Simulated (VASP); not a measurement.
# InP (Pm-3m) in VASP: a series of runs

The runs below take InP through single point, relaxation of cell and atoms, with r2SCAN.

All numbers are computed with VASP 6.6.1; they aren't measurements. Logs are shortened: lines on timing, memory, paths and dates and some standing lists are left out, and cuts for length are marked.

**1. The cell of the first run**

It takes space group Pm-3m (No. 221, cubic). Conventional cell: a = 3.414 Å, b = 3.414 Å, c = 3.414 Å, α = 90.00°, β = 90.00°, γ = 90.00°. Within 3.9 Å of In (site symmetry m-3m) lie 8 P at 2.96 Å and 6 In at 3.41 Å. P (site symmetry m-3m) has 8 In at 2.96 Å and 6 P at 3.41 Å within 3.9 Å.

**2. Single point, r2SCAN**

The input, POSCAR:

```
InP
1.0
    3.4140558128      0.0000000000      0.0000000000
    0.0000000000      3.4140558128      0.0000000000
    0.0000000000      0.0000000000      3.4140558128
In P
1 1
Direct
    0.0000000000      0.0000000000      0.0000000000
    0.5000000000      0.5000000000      0.5000000000
```

The input, INCAR.step1:

```
SYSTEM = InP
PREC = Accurate ; ENCUT = 520
ISMEAR = 0 ; SIGMA = 0.1
LREAL = .False. ; LASPH = .True.
NELM = 100 ; NBANDS = 16
GGA = PE ; ALGO = Normal
EDIFF = 1E-4 ; LWAVE = .True.
LCHARG = .False.
```

The input, INCAR.step2:

```
SYSTEM = InP
PREC = Accurate ; ENCUT = 520
EDIFF = 1E-7 ; ISMEAR = 0
SIGMA = 0.1 ; LREAL = .False.
LASPH = .True. ; NELM = 100
ALGO = Normal ; ISIF = 2
LWAVE = .False. ; LCHARG = .False.
METAGGA = R2SCAN ; LMIXTAU = .True.
NBANDS = 16 ; ISTART = 1
```

The input, KPOINTS:

```
regular mesh
0
Gamma
  6 6 6
  0 0 0
```

Potentials or basis: VASP PAW PBE potentials, release 64 (In_d, P).

Command:

```console
cat potpaw_PBE.64/In_d/POTCAR potpaw_PBE.64/P/POTCAR > POTCAR
cp INCAR.step1 INCAR
mpirun -np 1 vasp_std > vasp.out
cp INCAR.step2 INCAR
mpirun -np 1 vasp_std > vasp.out
```

OUTCAR:

```text
SYSTEM = InP
   PREC = Accurate
   ENCUT = 520
   EDIFF = 1E-7
   ISMEAR = 0
   LREAL = .False.
   LASPH = .True.
   NELM = 100
   ISIF = 2
   METAGGA = R2SCAN
   ISTART = 1

 ion  position               nearest neighbor table
   1  0.000  0.000  0.000-   2 2.96   2 2.96   2 2.96   2 2.96   2 2.96   2 2.96   2 2.96   2 2.96

   2  0.500  0.500  0.500-   1 2.96   1 2.96   1 2.96   1 2.96   1 2.96   1 2.96   1 2.96   1 2.96

  LATTYP: Found a simple cubic cell.
 ALAT       =     3.4140558128

  Lattice vectors:

 A1 = (   3.4140558128,   0.0000000000,   0.0000000000)
 A2 = (   0.0000000000,   3.4140558128,   0.0000000000)
 A3 = (   0.0000000000,   0.0000000000,   3.4140558128)

Analysis of symmetry for initial positions (statically):
=====================================================================
 Subroutine PRICEL returns:
 Original cell was already a primitive cell.

 Routine SETGRP: Setting up the symmetry group for a
 simple cubic supercell.

 Subroutine GETGRP returns: Found 48 space group operations
 (whereof 48 operations were pure point group operations)
 out of a pool of 48 trial point group operations.

The static configuration has the point symmetry O_h .

Analysis of symmetry for dynamics (positions and initial velocities):
=====================================================================
 Subroutine PRICEL returns:
 Original cell was already a primitive cell.

 Routine SETGRP: Setting up the symmetry group for a
 simple cubic supercell.

 Subroutine GETGRP returns: Found 48 space group operations
 (whereof 48 operations were pure point group operations)
 out of a pool of 48 trial point group operations.

The dynamic configuration has the point symmetry O_h .

 Subroutine INISYM returns: Found 48 space group operations
 (whereof 48 operations are pure point group operations),
 and found     1 'primitive' translations

----------------------------------------------------------------------------------------

                                     Primitive cell

  volume of cell :      39.7935

  direct lattice vectors                    reciprocal lattice vectors
     3.414055813  0.000000000  0.000000000     0.292906752  0.000000000  0.000000000
     0.000000000  3.414055813  0.000000000     0.000000000  0.292906752  0.000000000
     0.000000000  0.000000000  3.414055813     0.000000000  0.000000000  0.292906752

  length of vectors
     3.414055813  3.414055813  3.414055813     0.292906752  0.292906752  0.292906752

[... 74 lines left out ...]
   NELM   =    100;   NELMIN=  2; NELMDL=  0     # of ELM steps
   EDIFF  = 0.1E-06   stopping-criterion for ELM
   LREAL  =      F    real-space projection
   EDIFFG = 0.1E-05   stopping-criterion for IOM
   NSW    =      0    number of steps for IOM
   IBRION =     -1    ionic relax: 0-MD 1-quasi-New 2-CG
   NFREE  =      0    steps in history (QN), initial steepest desc. (CG)
   ISIF   =      2    stress and relaxation
   ISYM   =      2    0-nonsym 1-usesym 2-fastsym
   POTIM  = 0.5000    time-step for ionic-motion
   TEBEG  =    0.0;   TEEND  =   0.0 temperature during run
   PSTRESS=    0.0 pullay stress
   NELECT =      18.0000    total number of electrons
   NUPDOWN=      -1.0000    fix difference up-down
   EMIN   =  10.00;   EMAX   =-10.00  energy-range for DOS
   EFERMI =   0.00;   METHOD = LEGACY
   ISMEAR =     0;   SIGMA  =   0.10  broadening in eV -4-tet -1-fermi 0-gaus
   EFERMI_NEDOS =   21; number of points for ismear=-14 and -15
   IALGO  =     38    algorithm
   IMIX   =      4    mixing-type and parameters
     AMIX     =   0.40;   BMIX     =  1.00
     AMIX_MAG =   1.60;   BMIX_MAG =  1.00
  volume/ion in A,a.u.               =      19.90       134.27
  Fermi-wavevector in a.u.,A,eV,Ry     =   1.256691  2.374801 21.487292  1.579271
  Thomas-Fermi vector in A             =   2.390386
   LORBIT       =      0    0 simple, 1 ext, 2 COOP (PROOUT), +10 PAW based schemes
   METAGGA = R2SCAN    functional components
   LHFCALC =     F    Hartree Fock is set to
   AEXX    =    0.0000 exact exchange contribution
   IVDW    =     0    specifies the selected vdW correction
   LEPSILON=     F    determine dielectric tensor
   LRPA    =     F    only Hartree local field effects (RPA)
 non-spin polarized calculation
 Gauss-broadening in eV      SIGMA  =   0.10
  energy-cutoff  :      520.00
  volume of cell :       39.79
 maximum number of plane-waves:      1108
 NGX is ok and might be reduce to    28
   NGX = 13   NGY = 13   NGZ = 13

 number of electron      17.9999992 magnetization

 Free energy of the ion-electron system (eV)
  ---------------------------------------------------
  ext. energy  EPLUGINS =         0.00000000
  ---------------------------------------------------
  free energy    TOTEN  =       -30.78364490 eV

  energy without entropy =      -30.77895971  energy(sigma->0) =      -30.78130231

 E-fermi :   8.2447     XC(G=0): -11.5235

 val. band max:        8.1760381308   @ k =   0.5000   0.5000   0.1667
 cond. band min:       8.3481128808   @ k =   0.3333   0.0000   0.0000
 fundamental gap:      0.1720747500
 Fermi energy:         8.2447218678

 k-point     1 :       0.0000    0.0000    0.0000
  band No.  band energies     occupation
      1      -7.0894      2.00000
      2      -7.0894      2.00000
      3      -6.7969      2.00000
      4      -6.7969      2.00000
      5      -6.7969      2.00000
      6      -5.1128      2.00000
[... 357 lines left out ...]
      3      -7.0615      2.00000
      4      -6.6738      2.00000
      5      -6.6738      2.00000
      6      -0.5428      2.00000
[... 8 lines left out ...]
     15      26.2592      0.00000
     16      27.1460      0.00000

------------------------ aborting loop because EDIFF is reached ----------------------------------------

  FORCE on cell =-STRESS in cart. coord.  units (eV):
  Direction    XX          YY          ZZ          XY          YZ          ZX
  --------------------------------------------------------------------------------------
  -------------------------------------------------------------------------------------
  Total        0.0171597      0.0171597      0.0171597     -0.0000000     -0.0000000      0.0000000
  in kB        0.6908887      0.6908887      0.6908887     -0.0000000     -0.0000000      0.0000000
  external PRESSURE =       0.6908887 kB  Pullay stress =       0.0000000 kB

 VOLUME and BASIS-vectors are now :
 -----------------------------------------------------------------------------
  energy-cutoff  :      520.00
  volume of cell :       39.79
      direct lattice vectors                 reciprocal lattice vectors
     3.414055813  0.000000000  0.000000000     0.292906752  0.000000000  0.000000000
     0.000000000  3.414055813  0.000000000     0.000000000  0.292906752  0.000000000
     0.000000000  0.000000000  3.414055813     0.000000000  0.000000000  0.292906752

 POSITION                                       TOTAL-FORCE (eV/Angst)
 -----------------------------------------------------------------------------------
      0.00000      0.00000      0.00000         0.000000      0.000000      0.000000
      1.70703      1.70703      1.70703         0.000000      0.000000      0.000000
 -----------------------------------------------------------------------------------
    total drift:                               -0.000000      0.000000     -0.000000

  FREE ENERGIE OF THE ION-ELECTRON SYSTEM (eV)
  ---------------------------------------------------
  free  energy   TOTEN  =       -30.7836449049 eV

  energy  without entropy=      -30.7789597090  energy(sigma->0) =      -30.78130231
```

Wall time 47 s (1 thread of Intel Xeon Platinum 8259CL at 2.50GHz (Skylake/Cascade Lake), shared host); peak memory 0.17 GiB.

What came out:

```yaml
Free_energy: -30.7836 eV
Pressure: 0.1 GPa
Band_gap_on_the_k_mesh: zero (bands 9 and 10 overlap by 2.64 eV)
```

Levels at points of the mesh, in eV from the Fermi level:
| k point | band 6 | band 7 | band 8 | band 9 | band 10 | band 11 | band 12 | band 13 |
| --- | --- | --- | --- | --- | --- | --- | --- | --- |
| (0.00, 0.00, 0.00) | -13.36 | -1.22 | -1.07 | -1.07 | -1.07 | 5.01 | 5.01 | 10.83 |
| (0.50, 0.00, 0.00) | -11.39 | -8.00 | 0.71 | 0.71 | 3.10 | 4.06 | 5.27 | 5.27 |
| (0.50, 0.50, 0.00) | -9.41 | -5.28 | -5.28 | -3.84 | 1.14 | 7.30 | 7.30 | 8.28 |
| (0.50, 0.50, 0.50) | -8.79 | -2.58 | -2.58 | -2.58 | -0.45 | -0.23 | -0.23 | -0.23 |

Caveat: the PAW data sets were made with another functional, which shifts forces and pressure a little; spin-orbit coupling is left out, which moves the levels of the heavy elements.

**3. Relaxation of cell and atoms, r2SCAN**

This run uses another cell than the first one, of 26.09 Å³/atom.

The input, POSCAR:

```
InP
1.0
    3.7369673609      0.0000000000      0.0000000000
    0.0000000000      3.7369673609      0.0000000000
    0.0000000000      0.0000000000      3.7369673609
In P
1 1
Direct
    0.0000000000      0.0000000000      0.0000000000
    0.5000000000      0.5000000000      0.5000000000
```

The input, INCAR.step1:

```
ALGO = Normal ; EDIFF = 1E-4
ENCUT = 600 ; GGA = PE
ISMEAR = 0 ; LASPH = True
LCHARG = False ; LREAL = False
LWAVE = True ; NELM = 60
PREC = Accurate ; SIGMA = 0.1
```

The input, INCAR.step2:

```
ALGO = Normal ; EDIFF = 1E-6
EDIFFG = -0.04 ; ENCUT = 600
IBRION = 2 ; ISIF = 3
ISMEAR = 0 ; ISTART = 1
LASPH = True ; LCHARG = False
LMIXTAU = True ; LREAL = False
LWAVE = False ; METAGGA = R2SCAN
NELM = 60 ; NSW = 90
PREC = Accurate ; SIGMA = 0.1
```

The input, KPOINTS:

```
k-points
0
Gamma
  6 6 6
```

Potentials or basis: VASP PAW PBE potentials, release 64 (In_d, P).

Command:

```console
cat potpaw_PBE.64/In_d/POTCAR potpaw_PBE.64/P/POTCAR > POTCAR
cp INCAR.step1 INCAR
mpirun -np 1 vasp_std > vasp.out
cp INCAR.step2 INCAR
mpirun -np 1 vasp_std > vasp.out
```

Run time: 2.4 min. Hardware: 1 thread of Intel Xeon Platinum 8259CL at 2.50GHz (Skylake/Cascade Lake), shared host; peak memory 0.19 GiB.

Results (log left out):

* Free energy: -30.7857 eV
* Relaxed volume: 19.92 Å³/atom
* Relaxed cell: a = 3.416 Å, b = 3.416 Å, c = 3.416 Å, α = 90.00°, β = 90.00°, γ = 90.00°
* Space group after relaxing (to 0.1 Å): Pm-3m (No. 221)
* Energy gained by relaxing: 248.0 meV/atom
* Ionic steps: 3
* Pressure after relaxing: 0.0 GPa

The path:
```tsv
step	energy change (eV)	largest force (eV/Å)	pressure (GPa)	volume (Å³)
1	0.0000	0.0000	-10.00	52.19
2	-0.4909	0.0000	-1.64	40.82
3	-0.4960	0.0000	0.01	39.85
```

Final structure:
```cif
data_structure
_symmetry_space_group_name_H-M 'P 1'
_symmetry_Int_Tables_number 1
_cell_length_a 3.4157
_cell_length_b 3.4157
_cell_length_c 3.4157
_cell_angle_alpha 90.000
_cell_angle_beta 90.000
_cell_angle_gamma 90.000
_cell_volume 39.85
loop_
_atom_site_label
_atom_site_type_symbol
_atom_site_fract_x
_atom_site_fract_y
_atom_site_fract_z
_atom_site_occupancy
In1 In 0.00000 0.00000 0.00000 1
P1 P 0.50000 0.50000 0.50000 1
```

Levels at points of the mesh, in eV from the Fermi level:
```
           k point  band 7  band 8  band 9  band 10  band 11  band 12
(0.00, 0.00, 0.00)   -1.23   -1.07   -1.07    -1.07     5.01     5.01
(0.50, 0.00, 0.00)   -7.99    0.71    0.71     3.10     4.05     5.27
(0.50, 0.50, 0.00)   -5.27   -5.27   -3.84     1.14     7.29     7.29
(0.50, 0.50, 0.50)   -2.57   -2.57   -2.57    -0.45    -0.23    -0.23
```

Caveat: the volume moved by over 15 % at a fixed basis, so the end points are rough; the highest band is partly filled, so the run has too few bands; the PAW data sets were made with another functional, which shifts forces and pressure a little; spin-orbit coupling is left out, which moves the levels of the heavy elements.
